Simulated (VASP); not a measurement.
# Sn2TeS (R-3m) in VASP: single point with PBE

Aim: the single point of Sn2TeS with PBE.

Program: VASP 6.6.1. These are calculated values, not measurements. Logs are shortened: lines on timing, memory, paths and dates and some standing lists are left out, and cuts for length are marked.

## Step 1: The cell of the first run

The structure is trigonal, space group R-3m (No. 166). The conventional cell has a = 4.340 Å, b = 4.340 Å, c = 21.125 Å, α = 90.00°, β = 90.00°, γ = 120.00°. Sn (site symmetry 3m) has 3 S at 2.96 Å and 3 Te at 3.17 Å and 3 Sn at 4.02 Å within 4.1 Å. Te (site symmetry -3m) has 6 Sn at 3.17 Å and 6 S at 4.32 Å and 6 Te at 4.34 Å within 4.4 Å. Within 3.9 Å of S (site symmetry -3m) lie 6 Sn at 2.96 Å.

The cell was built from a structure type or drawn by symmetry, and may not be a known phase.

## Step 2: Single point, PBE

INCAR

```
PREC = Accurate ; ENCUT = 520
EDIFF = 1E-6 ; ISMEAR = 0
SIGMA = 0.1 ; LREAL = F
LASPH = T ; NELM = 60
ALGO = Normal ; ISIF = 2
LWAVE = F ; LCHARG = F
GGA = PE ; NBANDS = 28
```

KPOINTS

```
regular mesh
0
Gamma
  6 6 6
```

POSCAR

```
Sn2TeS
1.0
    2.1698263000      1.2527498000      7.0415052000
   -2.1698263000      1.2527498000      7.0415052000
    0.0000000000     -2.5054996000      7.0415052000
Sn Te S
2 1 1
Direct
    0.7411070000      0.7411070000      0.7411070000
    0.2588930000      0.2588930000      0.2588930000
    0.5000000000      0.5000000000      0.5000000000
    0.0000000000      0.0000000000      0.0000000000
```

Potentials or basis: VASP PAW PBE potentials, release 64 (Sn_d, Te, S).

The run is started by

```
cat potpaw_PBE.64/Sn_d/POTCAR potpaw_PBE.64/Te/POTCAR potpaw_PBE.64/S/POTCAR > POTCAR
mpirun -np 1 vasp_std > vasp.out
```

OUTCAR:

```text
PREC = Accurate
   ENCUT = 520
   EDIFF = 1E-6
   ISMEAR = 0
   LREAL = F
   LASPH = T
   NELM = 60
   ISIF = 2
   GGA = PE

 ion  position               nearest neighbor table
   1  0.741  0.741  0.741-   4 2.96   4 2.96   4 2.96   3 3.17   3 3.17   3 3.17
   2  0.259  0.259  0.259-   4 2.96   4 2.96   4 2.96   3 3.17   3 3.17   3 3.17
   3  0.500  0.500  0.500-   2 3.17   2 3.17   1 3.17   1 3.17   2 3.17   1 3.17
   4  0.000  0.000  0.000-   1 2.96   1 2.96   2 2.96   2 2.96   1 2.96   2 2.96

  LATTYP: Found a trigonal (rhomboedric) cell.
 ALAT       =     7.4739764326
 COS(alpha) =     0.8314314752

  Lattice vectors:

 A1 = (   2.1698263000,   1.2527498000,   7.0415052000)
 A2 = (  -2.1698263000,   1.2527498000,   7.0415052000)
 A3 = (   0.0000000000,  -2.5054996000,   7.0415052000)

Analysis of symmetry for initial positions (statically):
=====================================================================
 Subroutine PRICEL returns:
 Original cell was already a primitive cell.

 Routine SETGRP: Setting up the symmetry group for a
 trigonal (rhombohedral) supercell.

 Subroutine GETGRP returns: Found 12 space group operations
 (whereof 12 operations were pure point group operations)
 out of a pool of 12 trial point group operations.

The static configuration has the point symmetry D_3d.

Analysis of symmetry for dynamics (positions and initial velocities):
=====================================================================
 Subroutine PRICEL returns:
 Original cell was already a primitive cell.

 Routine SETGRP: Setting up the symmetry group for a
 trigonal (rhombohedral) supercell.

 Subroutine GETGRP returns: Found 12 space group operations
 (whereof 12 operations were pure point group operations)
 out of a pool of 12 trial point group operations.

The dynamic configuration has the point symmetry D_3d.

 Subroutine INISYM returns: Found 12 space group operations
 (whereof 12 operations are pure point group operations),
 and found     1 'primitive' translations

----------------------------------------------------------------------------------------

                                     Primitive cell

  volume of cell :     114.8434

  direct lattice vectors                    reciprocal lattice vectors
     2.169826300  1.252749800  7.041505200     0.230433192  0.133040665  0.047338364
    -2.169826300  1.252749800  7.041505200    -0.230433192  0.133040665  0.047338364
     0.000000000 -2.505499600  7.041505200     0.000000000 -0.266081330  0.047338364

  length of vectors
     7.473976433  7.473976433  7.473976433     0.270259496  0.270259496  0.270259496

  position of ions in fractional coordinates (direct lattice)
     0.741107000  0.741107000  0.741107000
     0.258893000  0.258893000  0.258893000
     0.500000000  0.500000000  0.500000000
     0.000000000  0.000000000  0.000000000

  ion indices of the primitive-cell ions
   primitive index   ion index
                 1           1
                 2           2
                 3           3
                 4           4

----------------------------------------------------------------------------------------

 KPOINTS: regular mesh

Automatic generation of k-mesh.
 Grid dimensions read from file:
 generate k-points for:    6    6    6

 Generating k-lattice:

  Cartesian coordinates                     Fractional coordinates (reciprocal lattice)
     0.038405532  0.022173444  0.007889727     0.166666667 -0.000000000 -0.000000000
    -0.038405532  0.022173444  0.007889727    -0.000000000  0.166666667 -0.000000000
     0.000000000 -0.044346888  0.007889727    -0.000000000 -0.000000000  0.166666667

  Length of vectors
     0.045043249  0.045043249  0.045043249

  Shift w.r.t. Gamma in fractional coordinates (k-lattice)
     0.000000000  0.000000000  0.000000000

 Subroutine IBZKPT returns following result:
 ===========================================

 Found     32 irreducible k-points:

 Following reciprocal coordinates:
            Coordinates               Weight
  0.000000  0.000000  0.000000      1.000000
  0.166667 -0.000000 -0.000000      6.000000
  0.333333 -0.000000  0.000000      6.000000
  0.500000  0.000000  0.000000      3.000000
  0.166667  0.166667 -0.000000      6.000000
  0.333333  0.166667 -0.000000     12.000000
[... 16 lines left out ...]
  0.500000  0.500000  0.166667      6.000000
 -0.333333  0.500000  0.166667     12.000000
 [... further k-points ...]
   k-points           NKPTS =     32   k-points in BZ     NKDIM =     32   number of bands    NBANDS=     28
   number of dos      NEDOS =    301   number of ions     NIONS =      4
   total plane-waves  NPLWV = 175616
   dimension x,y,z NGX =    56 NGY =   56 NGZ =   56
   dimension x,y,z NGXF=   112 NGYF=  112 NGZF=  112
   ions per type =               2   1   1
   NGX,Y,Z   is equivalent  to a cutoff of  12.46, 12.46, 12.46 a.u.
   NGXF,Y,Z  is equivalent  to a cutoff of  24.91, 24.91, 24.91 a.u.
 SYSTEM =  unknown system
   PREC   = accura    normal or accurate (medium, high low for compatibility)
   ISTART =      0    job   : 0-new  1-cont  2-samecut
   ICHARG =      2    charge: 1-file 2-atom 10-const
   ISPIN  =      1    spin polarized calculation?
   LNONCOLLINEAR =      F non collinear calculations
   LSORBIT =      F    spin-orbit coupling
   LASPH  =      T    aspherical Exc in radial PAW
   ENCUT  =  520.0 eV  38.22 Ry    6.18 a.u.  13.90 13.90 13.90*2*pi/ulx,y,z
   NELM   =     60;   NELMIN=  2; NELMDL= -5     # of ELM steps
   EDIFF  = 0.1E-05   stopping-criterion for ELM
   LREAL  =      F    real-space projection
   EDIFFG = 0.1E-04   stopping-criterion for IOM
   NSW    =      0    number of steps for IOM
   IBRION =     -1    ionic relax: 0-MD 1-quasi-New 2-CG
   NFREE  =      0    steps in history (QN), initial steepest desc. (CG)
   ISIF   =      2    stress and relaxation
   ISYM   =      2    0-nonsym 1-usesym 2-fastsym
   POTIM  = 0.5000    time-step for ionic-motion
   TEBEG  =    0.0;   TEEND  =   0.0 temperature during run
   PSTRESS=    0.0 pullay stress
   NELECT =      40.0000    total number of electrons
   NUPDOWN=      -1.0000    fix difference up-down
   EMIN   =  10.00;   EMAX   =-10.00  energy-range for DOS
   EFERMI =   0.00;   METHOD = LEGACY
   ISMEAR =     0;   SIGMA  =   0.10  broadening in eV -4-tet -1-fermi 0-gaus
   EFERMI_NEDOS =   21; number of points for ismear=-14 and -15
   IALGO  =     38    algorithm
   IMIX   =      4    mixing-type and parameters
     AMIX     =   0.40;   BMIX     =  1.00
     AMIX_MAG =   1.60;   BMIX_MAG =  1.00
  volume/ion in A,a.u.               =      28.71       193.75
  Fermi-wavevector in a.u.,A,eV,Ry     =   1.151842  2.176665 18.051385  1.326739
  Thomas-Fermi vector in A             =   2.288497
   LORBIT       =      0    0 simple, 1 ext, 2 COOP (PROOUT), +10 PAW based schemes
   GGA     = PE    functional components
   LHFCALC =     F    Hartree Fock is set to
   AEXX    =    0.0000 exact exchange contribution
   IVDW    =     0    specifies the selected vdW correction
   LEPSILON=     F    determine dielectric tensor
   LRPA    =     F    only Hartree local field effects (RPA)
 non-spin polarized calculation
 Gauss-broadening in eV      SIGMA  =   0.10
  energy-cutoff  :      520.00
  volume of cell :      114.84
 maximum number of plane-waves:      3106
   NGX = 27   NGY = 27   NGZ = 27

 number of electron      40.0000007 magnetization

 Free energy of the ion-electron system (eV)
  ---------------------------------------------------
  ext. energy  EPLUGINS =         0.00000000
  ---------------------------------------------------
  free energy    TOTEN  =       -16.26849863 eV

  energy without entropy =      -16.26760122  energy(sigma->0) =      -16.26804992

 E-fermi :   6.5219     XC(G=0):  -9.5098

 val. band max:        6.5079354732   @ k =   0.0000   0.0000   0.0000
 cond. band min:       6.5965523638   @ k =   0.5000   0.5000   0.0000
 fundamental gap:      0.0886168907
 Fermi energy:         6.5219041171

 k-point     1 :       0.0000    0.0000    0.0000
  band No.  band energies     occupation
      1     -15.4099      2.00000
      2     -15.4099      2.00000
      3     -15.4064      2.00000
      4     -15.4064      2.00000
      5     -15.4015      2.00000
      6     -15.4014      2.00000
[... 20 lines left out ...]
     27      11.7564      0.00000
     28      11.7827      0.00000

 k-point     2 :       0.1667   -0.0000   -0.0000
  band No.  band energies     occupation
      1     -15.4121      2.00000
      2     -15.4074      2.00000
      3     -15.4070      2.00000
      4     -15.4051      2.00000
      5     -15.4031      2.00000
      6     -15.4001      2.00000
[... 20 lines left out ...]
     27      11.2808      0.00000
     28      12.6065      0.00000

 k-point     3 :       0.3333   -0.0000    0.0000
  band No.  band energies     occupation
      1     -15.4167      2.00000
      2     -15.4083      2.00000
      3     -15.4069      2.00000
      4     -15.4064      2.00000
      5     -15.4002      2.00000
      6     -15.3997      2.00000
[... 20 lines left out ...]
     27      11.2142      0.00000
     28      12.3424      0.00000

 k-point     4 :       0.5000    0.0000    0.0000
  band No.  band energies     occupation
      1     -15.4192      2.00000
      2     -15.4099      2.00000
      3     -15.4079      2.00000
      4     -15.4066      2.00000
      5     -15.4009      2.00000
      6     -15.3972      2.00000
[... 578 lines left out ...]
     27      11.9451      0.00000
     28      13.2709      0.00000

 k-point    23 :       0.5000    0.5000    0.1667
  band No.  band energies     occupation
      1     -15.4195      2.00000
      2     -15.4097      2.00000
      3     -15.4092      2.00000
      4     -15.4057      2.00000
      5     -15.4019      2.00000
      6     -15.3982      2.00000
[... 20 lines left out ...]
     27      11.1282      0.00000
     28      13.1609      0.00000

 k-point    24 :      -0.3333    0.5000    0.1667
  band No.  band energies     occupation
      1     -15.4204      2.00000
      2     -15.4117      2.00000
      3     -15.4079      2.00000
      4     -15.4046      2.00000
      5     -15.4021      2.00000
      6     -15.3981      2.00000
[... 20 lines left out ...]
     27      11.1924      0.00000
     28      12.7403      0.00000

 [... further k-points ...]

------------------------ aborting loop because EDIFF is reached ----------------------------------------

  FORCE on cell =-STRESS in cart. coord.  units (eV):
  Direction    XX          YY          ZZ          XY          YZ          ZX
  --------------------------------------------------------------------------------------
  -------------------------------------------------------------------------------------
  Total       -0.1293189     -0.1293189     -0.1055404      0.0000000     -0.0000000      0.0000000
  in kB       -1.8041240     -1.8041240     -1.4723908      0.0000000     -0.0000000      0.0000000
  external PRESSURE =      -1.6935463 kB  Pullay stress =       0.0000000 kB

 VOLUME and BASIS-vectors are now :
 -----------------------------------------------------------------------------
  energy-cutoff  :      520.00
  volume of cell :      114.84
      direct lattice vectors                 reciprocal lattice vectors
     2.169826300  1.252749800  7.041505200     0.230433192  0.133040665  0.047338364
    -2.169826300  1.252749800  7.041505200    -0.230433192  0.133040665  0.047338364
     0.000000000 -2.505499600  7.041505200     0.000000000 -0.266081330  0.047338364

 POSITION                                       TOTAL-FORCE (eV/Angst)
 -----------------------------------------------------------------------------------
      0.00000      0.00000     15.65553         0.000000      0.000000     -0.024905
      0.00000      0.00000      5.46899         0.000000     -0.000000      0.024905
      0.00000      0.00000     10.56226         0.000000      0.000000      0.000000
      0.00000      0.00000      0.00000        -0.000000      0.000000      0.000000
 -----------------------------------------------------------------------------------
    total drift:                               -0.000000      0.000000     -0.000000

  FREE ENERGIE OF THE ION-ELECTRON SYSTEM (eV)
  ---------------------------------------------------
  free  energy   TOTEN  =       -16.2684986330 eV

  energy  without entropy=      -16.2676012158  energy(sigma->0) =      -16.26804992
```

It took 2.2 min on 1 thread of Intel Xeon 6975P-C (Granite Rapids), shared host; peak memory 0.47 GiB.

What came out:

| Property | Result |
| --- | --- |
| Free energy | -16.2685 eV |
| Pressure | -0.2 GPa |
| Largest force | 0.025 eV/Å |
| Band gap on the k mesh | 0.09 eV (least direct gap 0.12 eV) |

Forces on the atoms (eV/Å):
```
Sn   0.000  0.000 -0.025
Sn   0.000  0.000  0.025
Te   0.000  0.000  0.000
S    0.000  0.000  0.000
```

Levels at points of the mesh, in eV from the valence-band top:
| k point | band 16 | band 17 | band 18 | band 19 | band 20 | band 21 | band 22 | band 23 | band 24 | band 25 |
| --- | --- | --- | --- | --- | --- | --- | --- | --- | --- | --- |
| (0.00, 0.00, 0.00) | -2.88 | -2.33 | -1.49 | -1.49 | 0.00 | 0.12 | 0.74 | 0.74 | 3.82 | 3.82 |
| (0.50, 0.00, 0.00) | -3.96 | -3.66 | -2.62 | -2.48 | -2.40 | 2.45 | 2.55 | 2.64 | 3.02 | 3.04 |
| (0.50, 0.50, 0.00) | -3.94 | -3.74 | -2.07 | -1.91 | -0.12 | 0.09 | 0.86 | 0.86 | 2.64 | 4.58 |
| (0.50, 0.50, 0.50) | -2.89 | -1.59 | -1.59 | -1.48 | -1.10 | 1.77 | 1.77 | 1.91 | 2.00 | 2.16 |

Caveat: spin-orbit coupling is left out, which moves the levels of the heavy elements. A k mesh can miss the band edges.
